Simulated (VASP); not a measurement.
# Al5GaAs6 (P-4m2) in VASP: further runs

Al5GaAs6 is run at these levels: PBE; tasks: single point.

All numbers are computed with VASP 6.6.1; they aren't measurements. Logs are shortened: lines on timing, memory, paths and dates and some standing lists are left out, and cuts for length are marked.

## (1) The cell of the first run

Symmetry: P-4m2, No. 115, tetragonal system. Conventional cell: a = 3.838 Å, b = 3.838 Å, c = 16.284 Å, α = 90.00°, β = 90.00°, γ = 90.00°. Within 3.1 Å of Al (site symmetry 2mm) lie 4 As at 2.35 Å. Within 3.1 Å of Al (site symmetry 2mm) lie 4 As at 2.35 Å. Al (site symmetry -4m2) has 4 As at 2.35 Å within 3.1 Å. Within 3.1 Å of Ga (site symmetry -4m2) lie 4 As at 2.35 Å. Within 3.1 Å of As (site symmetry 2mm) lie 4 Al at 2.35 Å. Within 3.1 Å of As (site symmetry 2mm) lie 4 Al at 2.35 Å. As (site symmetry 2mm) has 2 Ga at 2.35 Å and 2 Al at 2.35 Å within 3.1 Å.

## (2) Single point, PBE

Contents of INCAR:

```
ALGO = Normal ; EDIFF = 1E-6
ENCUT = 520 ; GGA = PE
ISIF = 2 ; ISMEAR = 0
LASPH = True ; LCHARG = False
LREAL = False ; LWAVE = False
NBANDS = 41 ; NELM = 100
PREC = Accurate ; SIGMA = 0.1
```

Contents of KPOINTS:

```
k-points
0
Gamma
  4 4 1
```

Contents of POSCAR:

```
Al5GaAs6
1.0
    3.8380647000      0.0000000000      0.0000000000
    0.0000000000      3.8380647000      0.0000000000
    0.0000000000      0.0000000000     16.2835294700
Al Ga As
5 1 6
Direct
    0.0000000000      0.0000000000      0.6666666700
    0.5000000000      0.5000000000      0.8333333300
    0.0000000000      0.0000000000      0.0000000000
    0.5000000000      0.5000000000      0.1666666700
    0.0000000000      0.0000000000      0.3333333300
    0.5000000000      0.5000000000      0.5000000000
    0.5000000000      0.0000000000      0.9166666700
    0.0000000000      0.5000000000      0.0833333300
    0.5000000000      0.0000000000      0.2500000000
    0.0000000000      0.5000000000      0.4166666700
    0.5000000000      0.0000000000      0.5833333300
    0.0000000000      0.5000000000      0.7500000000
```

Potentials or basis: VASP PAW PBE potentials, release 64 (Al, Ga_d, As).

The run is started by

```bash
> cat potpaw_PBE.64/Al/POTCAR potpaw_PBE.64/Ga_d/POTCAR potpaw_PBE.64/As/POTCAR > POTCAR
> mpirun -np 1 vasp_std > vasp.out
```

OUTCAR:

```text
EDIFF = 1E-6
   ENCUT = 520
   GGA = PE
   ISIF = 2
   ISMEAR = 0
   LASPH = True
   LREAL = False
   NELM = 100
   PREC = Accurate

 ion  position               nearest neighbor table
   1  0.000  0.000  0.667-  12 2.35  12 2.35  11 2.35  11 2.35
   2  0.500  0.500  0.833-  12 2.35  12 2.35   7 2.35   7 2.35
   3  0.000  0.000  0.000-   7 2.35   8 2.35   8 2.35   7 2.35
   4  0.500  0.500  0.167-   9 2.35   9 2.35   8 2.35   8 2.35
   5  0.000  0.000  0.333-   9 2.35   9 2.35  10 2.35  10 2.35
   6  0.500  0.500  0.500-  10 2.35  11 2.35  11 2.35  10 2.35
   7  0.500  0.000  0.917-   3 2.35   3 2.35   2 2.35   2 2.35
   8  0.000  0.500  0.083-   3 2.35   3 2.35   4 2.35   4 2.35
   9  0.500  0.000  0.250-   4 2.35   5 2.35   4 2.35   5 2.35
  10  0.000  0.500  0.417-   6 2.35   6 2.35   5 2.35   5 2.35
  11  0.500  0.000  0.583-   6 2.35   6 2.35   1 2.35   1 2.35
  12  0.000  0.500  0.750-   1 2.35   2 2.35   1 2.35   2 2.35

  LATTYP: Found a simple tetragonal cell.
 ALAT       =     3.8380647000
 C/A-ratio  =     4.2426406908

  Lattice vectors:

 A1 = (   3.8380647000,   0.0000000000,   0.0000000000)
 A2 = (   0.0000000000,   3.8380647000,   0.0000000000)
 A3 = (   0.0000000000,   0.0000000000,  16.2835294700)

Analysis of symmetry for initial positions (statically):
=====================================================================
 Subroutine PRICEL returns:
 Original cell was already a primitive cell.

 Routine SETGRP: Setting up the symmetry group for a
 simple tetragonal supercell.

 Subroutine GETGRP returns: Found  8 space group operations
 (whereof  8 operations were pure point group operations)
 out of a pool of 16 trial point group operations.

The static configuration has the point symmetry D_2d.

Analysis of symmetry for dynamics (positions and initial velocities):
=====================================================================
 Subroutine PRICEL returns:
 Original cell was already a primitive cell.

 Routine SETGRP: Setting up the symmetry group for a
 simple tetragonal supercell.

 Subroutine GETGRP returns: Found  8 space group operations
 (whereof  8 operations were pure point group operations)
 out of a pool of 16 trial point group operations.

The dynamic configuration has the point symmetry D_2d.

 Subroutine INISYM returns: Found  8 space group operations
 (whereof  8 operations are pure point group operations),
 and found     1 'primitive' translations

----------------------------------------------------------------------------------------

                                     Primitive cell

  volume of cell :     239.8684

  direct lattice vectors                    reciprocal lattice vectors
     3.838064700  0.000000000  0.000000000     0.260547979  0.000000000  0.000000000
     0.000000000  3.838064700  0.000000000     0.000000000  0.260547979  0.000000000
     0.000000000  0.000000000 16.283529470     0.000000000  0.000000000  0.061411747

  length of vectors
     3.838064700  3.838064700 16.283529470     0.260547979  0.260547979  0.061411747

  position of ions in fractional coordinates (direct lattice)
     0.000000000  0.000000000  0.666666670
     0.500000000  0.500000000  0.833333330
     0.000000000  0.000000000  0.000000000
     0.500000000  0.500000000  0.166666670
     0.000000000  0.000000000  0.333333330
     0.500000000  0.500000000  0.500000000
     0.500000000  0.000000000  0.916666670
     0.000000000  0.500000000  0.083333330
     0.500000000  0.000000000  0.250000000
     0.000000000  0.500000000  0.416666670
     0.500000000  0.000000000  0.583333330
     0.000000000  0.500000000  0.750000000

  ion indices of the primitive-cell ions
   primitive index   ion index
                 1           1
                 2           2
                 3           3
                 4           4
                 5           5
                 6           6
                 7           7
                 8           8
                 9           9
                10          10
                11          11
                12          12

----------------------------------------------------------------------------------------

 KPOINTS: k-points

Automatic generation of k-mesh.
 Grid dimensions read from file:
 generate k-points for:    4    4    1

 Generating k-lattice:

  Cartesian coordinates                     Fractional coordinates (reciprocal lattice)
     0.065136995  0.000000000  0.000000000     0.250000000  0.000000000  0.000000000
     0.000000000  0.065136995  0.000000000     0.000000000  0.250000000  0.000000000
     0.000000000  0.000000000  0.061411747     0.000000000  0.000000000  1.000000000

  Length of vectors
     0.065136995  0.065136995  0.061411747

  Shift w.r.t. Gamma in fractional coordinates (k-lattice)
     0.000000000  0.000000000  0.000000000

 Subroutine IBZKPT returns following result:
 ===========================================

 Found      6 irreducible k-points:

 Following reciprocal coordinates:
            Coordinates               Weight
  0.000000  0.000000  0.000000      1.000000
  0.250000  0.000000  0.000000      4.000000
  0.500000  0.000000  0.000000      2.000000
  0.250000  0.250000  0.000000      4.000000
  0.500000  0.250000  0.000000      4.000000
  0.500000  0.500000  0.000000      1.000000
   k-points           NKPTS =      6   k-points in BZ     NKDIM =      6   number of bands    NBANDS=     41
   number of dos      NEDOS =    301   number of ions     NIONS =     12
   total plane-waves  NPLWV = 113400
   dimension x,y,z NGX =    30 NGY =   30 NGZ =  126
   dimension x,y,z NGXF=    60 NGYF=   60 NGZF=  252
   ions per type =               5   1   6
   NGX,Y,Z   is equivalent  to a cutoff of  12.99, 12.99, 12.86 a.u.
   NGXF,Y,Z  is equivalent  to a cutoff of  25.99, 25.99, 25.73 a.u.
 SYSTEM =  unknown system
   PREC   = accura    normal or accurate (medium, high low for compatibility)
   ISTART =      0    job   : 0-new  1-cont  2-samecut
   ICHARG =      2    charge: 1-file 2-atom 10-const
   ISPIN  =      1    spin polarized calculation?
   LNONCOLLINEAR =      F non collinear calculations
   LSORBIT =      F    spin-orbit coupling
   LASPH  =      T    aspherical Exc in radial PAW
   ENCUT  =  520.0 eV  38.22 Ry    6.18 a.u.   7.14  7.14 30.28*2*pi/ulx,y,z
   NELM   =    100;   NELMIN=  2; NELMDL= -5     # of ELM steps
   EDIFF  = 0.1E-05   stopping-criterion for ELM
   LREAL  =      F    real-space projection
   EDIFFG = 0.1E-04   stopping-criterion for IOM
   NSW    =      0    number of steps for IOM
   IBRION =     -1    ionic relax: 0-MD 1-quasi-New 2-CG
   NFREE  =      0    steps in history (QN), initial steepest desc. (CG)
   ISIF   =      2    stress and relaxation
   ISYM   =      2    0-nonsym 1-usesym 2-fastsym
   POTIM  = 0.5000    time-step for ionic-motion
   TEBEG  =    0.0;   TEEND  =   0.0 temperature during run
   PSTRESS=    0.0 pullay stress
   NELECT =      58.0000    total number of electrons
   NUPDOWN=      -1.0000    fix difference up-down
   EMIN   =  10.00;   EMAX   =-10.00  energy-range for DOS
   EFERMI =   0.00;   METHOD = LEGACY
   ISMEAR =     0;   SIGMA  =   0.10  broadening in eV -4-tet -1-fermi 0-gaus
   EFERMI_NEDOS =   21; number of points for ismear=-14 and -15
   IALGO  =     38    algorithm
   IMIX   =      4    mixing-type and parameters
     AMIX     =   0.40;   BMIX     =  1.00
     AMIX_MAG =   1.60;   BMIX_MAG =  1.00
  volume/ion in A,a.u.               =      19.99       134.89
  Fermi-wavevector in a.u.,A,eV,Ry     =   1.019905  1.927341 14.152869  1.040207
  Thomas-Fermi vector in A             =   2.153445
   LORBIT       =      0    0 simple, 1 ext, 2 COOP (PROOUT), +10 PAW based schemes
   GGA     = PE    functional components
   LHFCALC =     F    Hartree Fock is set to
   AEXX    =    0.0000 exact exchange contribution
   IVDW    =     0    specifies the selected vdW correction
   LEPSILON=     F    determine dielectric tensor
   LRPA    =     F    only Hartree local field effects (RPA)
 non-spin polarized calculation
 Gauss-broadening in eV      SIGMA  =   0.10
  energy-cutoff  :      520.00
  volume of cell :      239.87
 maximum number of plane-waves:      6500
 NGX is ok and might be reduce to    30
   NGX = 15   NGY = 15   NGZ = 61

 number of electron      58.0000002 magnetization

 Free energy of the ion-electron system (eV)
  ---------------------------------------------------
  ext. energy  EPLUGINS =         0.00000000
  ---------------------------------------------------
  free energy    TOTEN  =       -53.09982733 eV

  energy without entropy =      -53.09982733  energy(sigma->0) =      -53.09982733

 E-fermi :   5.5226     XC(G=0):  -9.6371

 val. band max:        5.0807242114   @ k =   0.0000   0.0000   0.0000
 cond. band min:       6.2290070819   @ k =   0.5000   0.5000   0.0000
 fundamental gap:      1.1482828704
 Fermi energy:         5.5225676442

 k-point     1 :       0.0000    0.0000    0.0000
  band No.  band energies     occupation
      1      -9.6666      2.00000
      2      -9.5476      2.00000
      3      -9.5476      2.00000
      4      -9.4933      2.00000
      5      -9.4537      2.00000
      6      -7.7724      2.00000
[... 33 lines left out ...]
     40       9.4300      0.00000
     41       9.4893      0.00000

 k-point     2 :       0.2500    0.0000    0.0000
  band No.  band energies     occupation
      1      -9.6532      2.00000
      2      -9.5797      2.00000
      3      -9.5459      2.00000
      4      -9.4844      2.00000
      5      -9.4611      2.00000
      6      -7.2779      2.00000
[... 165 lines left out ...]
     40      10.8600      0.00000
     41      10.9041      0.00000

 k-point     6 :       0.5000    0.5000    0.0000
  band No.  band energies     occupation
      1      -9.6337      2.00000
      2      -9.6337      2.00000
      3      -9.5044      2.00000
      4      -9.4895      2.00000
      5      -9.4692      2.00000
      6      -5.2427      2.00000
[... 33 lines left out ...]
     40       9.2875      0.00000
     41       9.5100      0.00000

------------------------ aborting loop because EDIFF is reached ----------------------------------------

  FORCE on cell =-STRESS in cart. coord.  units (eV):
  Direction    XX          YY          ZZ          XY          YZ          ZX
  --------------------------------------------------------------------------------------
  -------------------------------------------------------------------------------------
  Total       24.3344233     24.3344233     22.4857353      0.0000000      0.0000000     -0.0000000
  in kB      162.5393478    162.5393478    150.1912215      0.0000000      0.0000000     -0.0000000
  external PRESSURE =     158.4233057 kB  Pullay stress =       0.0000000 kB

 VOLUME and BASIS-vectors are now :
 -----------------------------------------------------------------------------
  energy-cutoff  :      520.00
  volume of cell :      239.87
      direct lattice vectors                 reciprocal lattice vectors
     3.838064700  0.000000000  0.000000000     0.260547979  0.000000000  0.000000000
     0.000000000  3.838064700  0.000000000     0.000000000  0.260547979  0.000000000
     0.000000000  0.000000000 16.283529470     0.000000000  0.000000000  0.061411747

 POSITION                                       TOTAL-FORCE (eV/Angst)
 -----------------------------------------------------------------------------------
      0.00000      0.00000     10.85569        -0.000000      0.000000     -0.035160
      1.91903      1.91903     13.56961        -0.000000      0.000000     -0.003797
      0.00000      0.00000      0.00000        -0.000000      0.000000     -0.000000
      1.91903      1.91903      2.71392        -0.000000      0.000000      0.003797
      0.00000      0.00000      5.42784         0.000000      0.000000      0.035160
      1.91903      1.91903      8.14176        -0.000000      0.000000     -0.000000
      1.91903      0.00000     14.92657         0.000000     -0.000000      0.004306
      0.00000      1.91903      1.35696        -0.000000      0.000000     -0.004306
      1.91903      0.00000      4.07088        -0.000000      0.000000      0.017393
      0.00000      1.91903      6.78480        -0.000000      0.000000     -0.124602
      1.91903      0.00000      9.49873        -0.000000      0.000000      0.124602
      0.00000      1.91903     12.21265        -0.000000     -0.000000     -0.017393
 -----------------------------------------------------------------------------------
    total drift:                                0.000000      0.000000      0.000000

  FREE ENERGIE OF THE ION-ELECTRON SYSTEM (eV)
  ---------------------------------------------------
  free  energy   TOTEN  =       -53.0998273301 eV

  energy  without entropy=      -53.0998273301  energy(sigma->0) =      -53.09982733
```

It took 41 s on 1 thread of AMD EPYC 9R45 (Zen 5), shared host; peak memory 0.31 GiB.

Results:

* Free energy: -53.0998 eV
* Pressure: 15.8 GPa
* Largest force: 0.125 eV/Å
* Band gap on the k mesh: 1.15 eV (least direct gap 1.16 eV)

Forces in eV/Å, atoms in the order of the input:
```
Al   0.000  0.000 -0.035
Al   0.000  0.000 -0.004
Al   0.000  0.000  0.000
Al   0.000  0.000  0.004
Al   0.000  0.000  0.035
Ga   0.000  0.000  0.000
As   0.000  0.000  0.004
As   0.000  0.000 -0.004
As   0.000  0.000  0.017
As   0.000  0.000 -0.125
As   0.000  0.000  0.125
As   0.000  0.000 -0.017
```

Levels at points of the mesh, in eV from the valence-band top:
```tsv
k point	band 25	band 26	band 27	band 28	band 29	band 30	band 31	band 32	band 33	band 34
(0.00, 0.00, 0.00)	-0.91	-0.91	-0.03	0.00	0.00	1.15	1.66	1.91	2.10	2.68
(0.50, 0.00, 0.00)	-1.11	-1.06	-1.06	-0.99	-0.95	2.52	3.02	3.02	3.13	3.48
(0.50, 0.50, 0.00)	-3.23	-2.61	-2.60	-2.60	-2.59	1.15	1.15	1.94	2.28	3.01
```

Caveat: the cell stands under pressure; an odd mesh through Γ misses points on the zone boundary, where band edges can lie.

## (3) Single point, PBE

This run uses another cell than the first one, of 23.51 Å³/atom.

Contents of INCAR:

```
SYSTEM = Al5GaAs6
ALGO = Normal
EDIFF = 1E-7
ENCUT = 520
GGA = PE
ISIF = 2
ISMEAR = 0
LASPH = .TRUE.
LCHARG = .FALSE.
LREAL = .FALSE.
LWAVE = .FALSE.
NBANDS = 41
NELM = 80
PREC = Accurate
SIGMA = 0.1
```

Contents of KPOINTS:

```
k-points
0
G
  4 4 1
  0 0 0
```

Contents of POSCAR:

```
Al5GaAs6
1.0
    4.0734647878      0.0000000000      0.0000000000
    0.0000000000      4.0734647878      0.0000000000
    0.0000000000      0.0000000000     17.0015199633
Al Ga As
5 1 6
Direct
    0.0000000000      0.0000000000      0.6669064511
    0.5000000000      0.5000000000      0.8334337632
    0.0000000000      0.0000000000      0.0000000000
    0.5000000000      0.5000000000      0.1665662368
    0.0000000000      0.0000000000      0.3330935489
    0.5000000000      0.5000000000      0.5000000000
    0.5000000000      0.0000000000      0.9167362899
    0.0000000000      0.5000000000      0.0832637101
    0.5000000000      0.0000000000      0.2498478674
    0.0000000000      0.5000000000      0.4159164284
    0.5000000000      0.0000000000      0.5840835716
    0.0000000000      0.5000000000      0.7501521326
```

Potentials or basis: VASP PAW PBE potentials, release 64 (Al, Ga_d, As).

The run is started by

```bash
> cat potpaw_PBE.64/Al/POTCAR potpaw_PBE.64/Ga_d/POTCAR potpaw_PBE.64/As/POTCAR > POTCAR
> mpirun -np 1 vasp_std > vasp.out
```

It took 46 s on 1 thread of AMD EPYC 9R45 (Zen 5), shared host; peak memory 0.32 GiB.

It converged, with:

```
Free energy            : -54.9649 eV
Pressure               : 0.3 GPa
Largest force          : 0.006 eV/Å
Band gap on the k mesh : 1.35 eV
```

Forces on the atoms (eV/Å):
```
Al   0.000  0.000  0.000
Al   0.000  0.000  0.000
Al   0.000  0.000  0.000
Al   0.000  0.000  0.000
Al   0.000  0.000  0.000
Ga   0.000  0.000  0.000
As   0.000  0.000  0.000
As   0.000  0.000  0.000
As   0.000  0.000  0.000
As   0.000  0.000 -0.006
As   0.000  0.000  0.006
As   0.000  0.000  0.000
```

Levels at points of the mesh, in eV from the valence-band top:
| k point | band 27 | band 28 | band 29 | band 30 | band 31 | band 32 |
| --- | --- | --- | --- | --- | --- | --- |
| (0.00, 0.00, 0.00) | -0.06 | -0.06 | 0.00 | 1.35 | 1.39 | 1.82 |
| (0.50, 0.00, 0.00) | -1.00 | -0.97 | -0.86 | 1.89 | 2.36 | 2.37 |
| (0.50, 0.50, 0.00) | -2.18 | -2.18 | -2.17 | 1.47 | 1.47 | 1.99 |

Caveat: an odd mesh through Γ misses points on the zone boundary, where band edges can lie.
